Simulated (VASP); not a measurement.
# PtS2 (P-3m1) in VASP: a series of runs

Aim: see how the results for PtS2 move with the level of theory and the settings. Levels: PBE+U, r2SCAN-based global hybrid with 10 % exact exchange. Tasks: single point.

Program: VASP 6.6.1. These are calculated values, not measurements. Logs are shortened: lines on timing, memory, paths and dates and some standing lists are left out, and cuts for length are marked.

**1. The cell of the first run**

The structure is trigonal, space group P-3m1 (No. 164). Conventional cell: a = 3.543 Å, b = 3.543 Å, c = 5.039 Å, α = 90.00°, β = 90.00°, γ = 120.00°. Pt (site symmetry -3m) has 6 S at 2.34 Å within 3.1 Å. S (site symmetry 3m) has 3 Pt at 2.34 Å and 3 S at 3.07 Å within 3.1 Å.

**2. Single point, PBE+U**

File INCAR:

```
PREC = Accurate
ENCUT = 520
EDIFF = 1E-6
ISMEAR = -1
SIGMA = 0.05
LREAL = F
LASPH = T
NELM = 150
ALGO = Normal
ISIF = 2
LWAVE = F
LCHARG = T
LMAXMIX = 4
LDAU = T
LDAUTYPE = 2
LDAUL = 2 -1
LDAUU = 8 0
LDAUJ = 0 0
LDAUPRINT = 1
GGA = PE
LELF = T
LVHAR = T
NBANDS = 18
```

File KPOINTS:

```
regular mesh
0
Gamma
  9 9 5
```

File POSCAR:

```
PtS2
1.0
    3.5432000000      0.0000000000      0.0000000000
   -1.7716000000      3.0685012107      0.0000000000
    0.0000000000      0.0000000000      5.0388000000
Pt S
1 2
Direct
    0.0000000000      0.0000000000      0.0000000000
    0.6666666667      0.3333333333      0.7730000000
    0.3333333333      0.6666666667      0.2270000000
```

Potentials or basis: VASP PAW PBE potentials, release 64 (Pt, S).

Launch:

```console
$ cat potpaw_PBE.64/Pt/POTCAR potpaw_PBE.64/S/POTCAR > POTCAR
$ mpirun -np 1 vasp_std > vasp.out
```

OUTCAR:

```text
PREC = Accurate
   ENCUT = 520
   EDIFF = 1E-6
   ISMEAR = -1
   LREAL = F
   LASPH = T
   NELM = 150
   ISIF = 2
   GGA = PE

 ion  position               nearest neighbor table
   1  0.000  0.000  0.000-   2 2.34   3 2.34   2 2.34   3 2.34   2 2.34   3 2.34
   2  0.667  0.333  0.773-   1 2.34   1 2.34   1 2.34
   3  0.333  0.667  0.227-   1 2.34   1 2.34   1 2.34

  LATTYP: Found a hexagonal cell.
 ALAT       =     3.5432000000
 C/A-ratio  =     1.4221043125

  Lattice vectors:

 A1 = (   3.5432000000,   0.0000000000,   0.0000000000)
 A2 = (  -1.7716000000,   3.0685012107,   0.0000000000)
 A3 = (   0.0000000000,   0.0000000000,   5.0388000000)

Analysis of symmetry for initial positions (statically):
=====================================================================
 Subroutine PRICEL returns:
 Original cell was already a primitive cell.

 Routine SETGRP: Setting up the symmetry group for a
 hexagonal supercell.

 Subroutine GETGRP returns: Found 12 space group operations
 (whereof 12 operations were pure point group operations)
 out of a pool of 24 trial point group operations.

The static configuration has the point symmetry D_3d.

Analysis of symmetry for dynamics (positions and initial velocities):
=====================================================================
 Subroutine PRICEL returns:
 Original cell was already a primitive cell.

 Routine SETGRP: Setting up the symmetry group for a
 hexagonal supercell.

 Subroutine GETGRP returns: Found 12 space group operations
 (whereof 12 operations were pure point group operations)
 out of a pool of 24 trial point group operations.

The dynamic configuration has the point symmetry D_3d.

 Subroutine INISYM returns: Found 12 space group operations
 (whereof 12 operations are pure point group operations),
 and found     1 'primitive' translations

----------------------------------------------------------------------------------------

                                     Primitive cell

  volume of cell :      54.7834

  direct lattice vectors                    reciprocal lattice vectors
     3.543200000  0.000000000  0.000000000     0.282230752  0.162946001  0.000000000
    -1.771600000  3.068501211  0.000000000     0.000000000  0.325892001  0.000000000
     0.000000000  0.000000000  5.038800000     0.000000000  0.000000000  0.198459951

  length of vectors
     3.543200000  3.543200000  5.038800000     0.325892001  0.325892001  0.198459951

  position of ions in fractional coordinates (direct lattice)
     0.000000000  0.000000000  0.000000000
     0.666666667  0.333333333  0.773000000
     0.333333333  0.666666667  0.227000000

  ion indices of the primitive-cell ions
   primitive index   ion index
                 1           1
                 2           2
                 3           3

----------------------------------------------------------------------------------------

 KPOINTS: regular mesh

Automatic generation of k-mesh.
 Grid dimensions read from file:
 generate k-points for:    9    9    5

 Generating k-lattice:

  Cartesian coordinates                     Fractional coordinates (reciprocal lattice)
     0.031358972  0.018105111  0.000000000     0.111111111  0.000000000  0.000000000
     0.000000000  0.036210222  0.000000000     0.000000000  0.111111111  0.000000000
     0.000000000  0.000000000  0.039691990     0.000000000  0.000000000  0.200000000

  Length of vectors
     0.036210222  0.036210222  0.039691990

  Shift w.r.t. Gamma in fractional coordinates (k-lattice)
     0.000000000  0.000000000  0.000000000

 Subroutine IBZKPT returns following result:
 ===========================================

 Found     50 irreducible k-points:

 Following reciprocal coordinates:
            Coordinates               Weight
  0.000000  0.000000  0.000000      1.000000
  0.111111 -0.000000  0.000000      6.000000
  0.222222  0.000000  0.000000      6.000000
  0.333333  0.000000  0.000000      6.000000
  0.444444  0.000000  0.000000      6.000000
  0.111111  0.111111  0.000000      6.000000
[... 16 lines left out ...]
  0.222222  0.111111  0.200000     12.000000
 -0.111111  0.333333  0.200000     12.000000
 [... further k-points ...]
   k-points           NKPTS =     50   k-points in BZ     NKDIM =     50   number of bands    NBANDS=     18
   number of dos      NEDOS =    301   number of ions     NIONS =      3
   total plane-waves  NPLWV =  31360
   dimension x,y,z NGX =    28 NGY =   28 NGZ =   40
   dimension x,y,z NGXF=    56 NGYF=   56 NGZF=   80
   ions per type =               1   2
   NGX,Y,Z   is equivalent  to a cutoff of  13.14, 13.14, 13.20 a.u.
   NGXF,Y,Z  is equivalent  to a cutoff of  26.28, 26.28, 26.39 a.u.
 SYSTEM =  unknown system
   PREC   = accura    normal or accurate (medium, high low for compatibility)
   ISTART =      0    job   : 0-new  1-cont  2-samecut
   ICHARG =      2    charge: 1-file 2-atom 10-const
   ISPIN  =      1    spin polarized calculation?
   LNONCOLLINEAR =      F non collinear calculations
   LSORBIT =      F    spin-orbit coupling
   LASPH  =      T    aspherical Exc in radial PAW
   ENCUT  =  520.0 eV  38.22 Ry    6.18 a.u.   6.59  6.59  9.37*2*pi/ulx,y,z
   NELM   =    150;   NELMIN=  2; NELMDL= -5     # of ELM steps
   EDIFF  = 0.1E-05   stopping-criterion for ELM
   LREAL  =      F    real-space projection
   EDIFFG = 0.1E-04   stopping-criterion for IOM
   NSW    =      0    number of steps for IOM
   IBRION =     -1    ionic relax: 0-MD 1-quasi-New 2-CG
   NFREE  =      0    steps in history (QN), initial steepest desc. (CG)
   ISIF   =      2    stress and relaxation
   ISYM   =      2    0-nonsym 1-usesym 2-fastsym
   POTIM  = 0.5000    time-step for ionic-motion
   TEBEG  =    0.0;   TEEND  =   0.0 temperature during run
   PSTRESS=    0.0 pullay stress
   NELECT =      22.0000    total number of electrons
   NUPDOWN=      -1.0000    fix difference up-down
   EMIN   =  10.00;   EMAX   =-10.00  energy-range for DOS
   EFERMI =   0.00;   METHOD = LEGACY
   ISMEAR =    -1;   SIGMA  =   0.05  broadening in eV -4-tet -1-fermi 0-gaus
   EFERMI_NEDOS =   21; number of points for ismear=-14 and -15
   IALGO  =     38    algorithm
   IMIX   =      4    mixing-type and parameters
     AMIX     =   0.40;   BMIX     =  1.00
     AMIX_MAG =   1.60;   BMIX_MAG =  1.00
  volume/ion in A,a.u.               =      18.26       123.23
  Fermi-wavevector in a.u.,A,eV,Ry     =   1.207812  2.282434 19.848315  1.458810
  Thomas-Fermi vector in A             =   2.343439
   LORBIT       =      0    0 simple, 1 ext, 2 COOP (PROOUT), +10 PAW based schemes
 LDA+U is selected, type is set to LDAUTYPE =  2
   angular momentum for each species LDAUL =     2   -1
   U (eV)           for each species LDAUU =   8.0  0.0
   J (eV)           for each species LDAUJ =   0.0  0.0
   GGA     = PE    functional components
   LHFCALC =     F    Hartree Fock is set to
   AEXX    =    0.0000 exact exchange contribution
   IVDW    =     0    specifies the selected vdW correction
   LEPSILON=     F    determine dielectric tensor
   LRPA    =     F    only Hartree local field effects (RPA)
 non-spin polarized calculation
  energy-cutoff  :      520.00
  volume of cell :       54.78
 maximum number of plane-waves:      1507
 NGX is ok and might be reduce to    28
   NGX = 13   NGY = 13   NGZ = 19

atom =   1  type =  1  l = 2

 onsite density matrix

spin component  1

  0.8874  0.0000  0.0000  0.1173  0.0000
  0.0000  0.8370  0.0000 -0.0000  0.1173
  0.0000  0.0000  0.9799  0.0000  0.0000
  0.1173 -0.0000  0.0000  0.8370  0.0000
  0.0000  0.1173  0.0000  0.0000  0.8874

spin component  2

  0.8874  0.0000  0.0000  0.1173  0.0000
  0.0000  0.8370  0.0000 -0.0000  0.1173
  0.0000  0.0000  0.9799  0.0000  0.0000
  0.1173 -0.0000  0.0000  0.8370  0.0000
  0.0000  0.1173  0.0000  0.0000  0.8874

 occupancies and eigenvectors

  o =  0.7422  v =  0.6286  0.0000  0.0000 -0.7778 -0.0000  0.0000  0.0000  0.0000  0.0000  0.0000      0.0000  0.0000  0.0000  0.0000  0.0000  0.0000  0.0000  0.0000  0.0000  0.0000
  o =  0.7422  v =  0.0000  0.0000  0.0000  0.0000  0.0000  0.6286  0.0000  0.0000 -0.7778 -0.0000      0.0000  0.0000  0.0000  0.0000  0.0000  0.0000  0.0000  0.0000  0.0000  0.0000
  o =  0.7422  v =  0.0000 -0.7778 -0.0000 -0.0000  0.6286  0.0000  0.0000  0.0000  0.0000  0.0000      0.0000  0.0000  0.0000  0.0000  0.0000  0.0000  0.0000  0.0000  0.0000  0.0000
  o =  0.7422  v =  0.0000  0.0000  0.0000  0.0000  0.0000  0.0000 -0.7778 -0.0000 -0.0000  0.6286      0.0000  0.0000  0.0000  0.0000  0.0000  0.0000  0.0000  0.0000  0.0000  0.0000
  o =  0.9799  v =  0.0000  0.0000  0.0000  0.0000  0.0000  0.0000  0.0000 -1.0000  0.0000  0.0000      0.0000  0.0000  0.0000  0.0000  0.0000  0.0000  0.0000  0.0000  0.0000  0.0000
  o =  0.9799  v =  0.0000  0.0000 -1.0000  0.0000  0.0000  0.0000  0.0000  0.0000  0.0000  0.0000      0.0000  0.0000  0.0000  0.0000  0.0000  0.0000  0.0000  0.0000  0.0000  0.0000
  o =  0.9822  v =  0.7778 -0.0000 -0.0000  0.6286 -0.0000  0.0000  0.0000  0.0000  0.0000  0.0000      0.0000  0.0000  0.0000  0.0000  0.0000  0.0000  0.0000  0.0000  0.0000  0.0000
  o =  0.9822  v =  0.0000  0.0000  0.0000  0.0000  0.0000  0.7778 -0.0000 -0.0000  0.6286 -0.0000      0.0000  0.0000  0.0000  0.0000  0.0000  0.0000  0.0000  0.0000  0.0000  0.0000
  o =  0.9822  v = -0.0000 -0.6286 -0.0000 -0.0000 -0.7778  0.0000  0.0000  0.0000  0.0000  0.0000      0.0000  0.0000  0.0000  0.0000  0.0000  0.0000  0.0000  0.0000  0.0000  0.0000
  o =  0.9822  v =  0.0000  0.0000  0.0000  0.0000  0.0000 -0.0000 -0.6286 -0.0000 -0.0000 -0.7778      0.0000  0.0000  0.0000  0.0000  0.0000  0.0000  0.0000  0.0000  0.0000  0.0000

 number of electron      22.0000000 magnetization

 Free energy of the ion-electron system (eV)
  ---------------------------------------------------
  ext. energy  EPLUGINS =         0.00000000
  ---------------------------------------------------
  free energy    TOTEN  =       -10.47052771 eV

  energy without entropy =      -10.47047368  energy(sigma->0) =      -10.47050069

 E-fermi :   6.8210     XC(G=0): -10.5281

 val. band max:        6.5012498122   @ k =   0.1111  -0.0000   0.0000
 cond. band min:       7.1965577927   @ k =   0.3333   0.3333   0.0000
 fundamental gap:      0.6953079805
 Fermi energy:         6.8210101023

 k-point     1 :       0.0000    0.0000    0.0000
  band No.  band energies     occupation
      1      -8.8964      2.00000
      2      -5.7300      2.00000
      3      -1.7019      2.00000
      4      -1.5586      2.00000
      5      -1.5586      2.00000
      6       0.3122      2.00000
[... 10 lines left out ...]
     17      14.7771      0.00000
     18      18.2127      0.00000

 k-point     2 :       0.1111   -0.0000    0.0000
  band No.  band energies     occupation
      1      -8.7310      2.00000
      2      -5.8905      2.00000
      3      -1.5749      2.00000
      4      -1.4388      2.00000
      5      -1.3986      2.00000
      6       0.2242      2.00000
[... 10 lines left out ...]
     17      15.2756      0.00000
     18      17.3894      0.00000

 k-point     3 :       0.2222    0.0000    0.0000
  band No.  band energies     occupation
      1      -8.2747      2.00000
      2      -6.2433      2.00000
      3      -1.4561      2.00000
      4      -1.0550      2.00000
      5      -0.9567      2.00000
      6       0.0327      2.00000
[... 10 lines left out ...]
     17      15.9144      0.00000
     18      16.1332      0.00000

 k-point     4 :       0.3333    0.0000    0.0000
  band No.  band energies     occupation
      1      -7.6735      2.00000
      2      -6.5640      2.00000
      3      -1.6427      2.00000
      4      -0.4961      2.00000
      5      -0.4880      2.00000
      6       0.0177      2.00000
[... 375 lines left out ...]
      4      -1.1302      2.00000
      5      -0.9610      2.00000
      6       0.0100      2.00000
[... 10 lines left out ...]
     17      15.7206      0.00000
     18      16.1677      0.00000

 k-point    23 :       0.2222    0.1111    0.2000
  band No.  band energies     occupation
      1      -7.7842      2.00000
      2      -6.6049      2.00000
      3      -1.4331      2.00000
      4      -0.7997      2.00000
      5      -0.5837      2.00000
      6      -0.1478      2.00000
[... 10 lines left out ...]
     17      15.9375      0.00000
     18      16.2232      0.00000

 k-point    24 :      -0.1111    0.3333    0.2000
  band No.  band energies     occupation
      1      -7.8228      2.00000
      2      -6.5307      2.00000
      3      -1.5819      2.00000
      4      -0.6754      2.00000
      5      -0.5718      2.00000
      6      -0.1823      2.00000
[... 10 lines left out ...]
     17      15.1273      0.00000
     18      16.6405      0.00000

 [... further k-points ...]
[... 5 lines left out ...]
  --------------------------------------------------------------------------------------
  -------------------------------------------------------------------------------------
  Total        0.5541692      0.5541692      1.7997416      0.0000000      0.0000000      0.0000000
  in kB       16.2070455     16.2070455     52.6346380      0.0000000      0.0000000      0.0000000
  external PRESSURE =      28.3495763 kB  Pullay stress =       0.0000000 kB

 VOLUME and BASIS-vectors are now :
 -----------------------------------------------------------------------------
  energy-cutoff  :      520.00
  volume of cell :       54.78
      direct lattice vectors                 reciprocal lattice vectors
     3.543200000  0.000000000  0.000000000     0.282230752  0.162946001  0.000000000
    -1.771600000  3.068501211  0.000000000     0.000000000  0.325892001  0.000000000
     0.000000000  0.000000000  5.038800000     0.000000000  0.000000000  0.198459951

 POSITION                                       TOTAL-FORCE (eV/Angst)
 -----------------------------------------------------------------------------------
      0.00000      0.00000      0.00000         0.000000      0.000000     -0.000000
      1.77160      1.02283      3.89499         0.000000      0.000000     -0.511965
     -0.00000      2.04567      1.14381        -0.000000     -0.000000      0.511965
 -----------------------------------------------------------------------------------
    total drift:                                0.000000     -0.000000      0.000000

  FREE ENERGIE OF THE ION-ELECTRON SYSTEM (eV)
  ---------------------------------------------------
  free  energy   TOTEN  =       -10.4705277094 eV

  energy  without entropy=      -10.4704736789  energy(sigma->0) =      -10.47050069
```

It took 21 s on 1 thread of Intel Xeon 6975P-C (Granite Rapids), shared host; peak memory 0.2 GiB.

Results:

* Free energy: -10.4705 eV
* Pressure: 2.8 GPa
* Largest force: 0.512 eV/Å
* Band gap on the k mesh: 0.70 eV (least direct gap 0.90 eV)

Forces on the atoms (eV/Å):
```
Pt   0.000  0.000  0.000
S    0.000  0.000 -0.512
S    0.000  0.000  0.512
```

Stress tensor (GPa, compression positive):
```
1.62 0.00 0.00
0.00 1.62 0.00
0.00 0.00 5.26
```

Eigenvalues of the final occupation matrices:
```
    site  spin  trace               eigenvalues
site 1 d     1   4.43  0.74 0.74 0.98 0.98 0.98
site 1 d     2   4.43  0.74 0.74 0.98 0.98 0.98
```

Caveat: spin-orbit coupling is left out, which moves the levels of the heavy elements. A k mesh can miss the band edges.

**3. Single point, r2SCAN-based global hybrid with 10 % exact exchange**

POSCAR is that of step 2.

File INCAR.step1:

```
ALGO     = Normal         # electronic algorithm
EDIFF    = 1E-5           # SCF threshold, eV
ENCUT    = 520            # plane-wave cutoff, eV
GGA      = PE             # functional
ISIF     = 2              # what is computed and relaxed
ISMEAR   = -1             # smearing method
LASPH    = True           # aspherical terms in the spheres
LCHARG   = False          # write CHGCAR
LREAL    = False          # projectors in reciprocal space
LWAVE    = True           # write WAVECAR
NBANDS   = 18             # bands
NELM     = 80             # most SCF steps
PREC     = Accurate       # precision mode
SIGMA    = 0.05           # smearing width, eV
```

File INCAR.step2:

```
AEXX     = 0.1            # exact-exchange fraction
ALGO     = Normal         # electronic algorithm
EDIFF    = 1E-7           # SCF threshold, eV
ENCUT    = 520            # plane-wave cutoff, eV
ISIF     = 2              # what is computed and relaxed
ISMEAR   = -1             # smearing method
ISTART   = 1            
LASPH    = True           # aspherical terms in the spheres
LCHARG   = False          # write CHGCAR
LHFCALC  = True           # exact exchange
LMIXTAU  = True         
LREAL    = False          # projectors in reciprocal space
LWAVE    = False          # write WAVECAR
METAGGA  = R2SCAN         # meta-GGA
NBANDS   = 18             # bands
NELM     = 80             # most SCF steps
PREC     = Accurate       # precision mode
PRECFOCK = Normal       
SIGMA    = 0.05           # smearing width, eV
```

File KPOINTS:

```
k-points
0
Gamma
  5 5 3
```

Potentials or basis: VASP PAW PBE potentials, release 64 (Pt, S).

Launch:

```console
$ cat potpaw_PBE.64/Pt/POTCAR potpaw_PBE.64/S/POTCAR > POTCAR
$ cp INCAR.step1 INCAR
$ mpirun -np 1 vasp_std > vasp.out
$ cp INCAR.step2 INCAR
$ mpirun -np 1 vasp_std > vasp.out
```

Run time: 10 min. Hardware: 1 thread of Intel Xeon 6975P-C (Granite Rapids), shared host; peak memory 0.2 GiB.

It converged, with:

```
Free energy            : -65.5121 eV
Pressure               : 7.7 GPa
Largest force          : 1.093 eV/Å
Band gap on the k mesh : 1.95 eV (least direct gap 2.14 eV)
```

Forces in eV/Å, atoms in the order of the input:
```
Pt   0.000  0.000  0.000
S    0.000  0.000 -1.093
S    0.000  0.000  1.093
```

Stress tensor (GPa, compression positive):
```
7.34 0.00 0.00
0.00 7.34 0.00
0.00 0.00 8.29
```

Levels at points of the mesh, in eV from the valence-band top:
```
           k point  band 7  band 8  band 9  band 10  band 11  band 12  band 13  band 14  band 15  band 16
(0.00, 0.00, 0.00)   -4.44   -2.06   -1.15    -1.15     0.00     3.23     3.23     5.82     7.04     9.11
```

Caveat: the cell stands under pressure; the PAW data sets were made with another functional, which shifts forces and pressure a little; spin-orbit coupling is left out, which moves the levels of the heavy elements. A k mesh can miss the band edges.
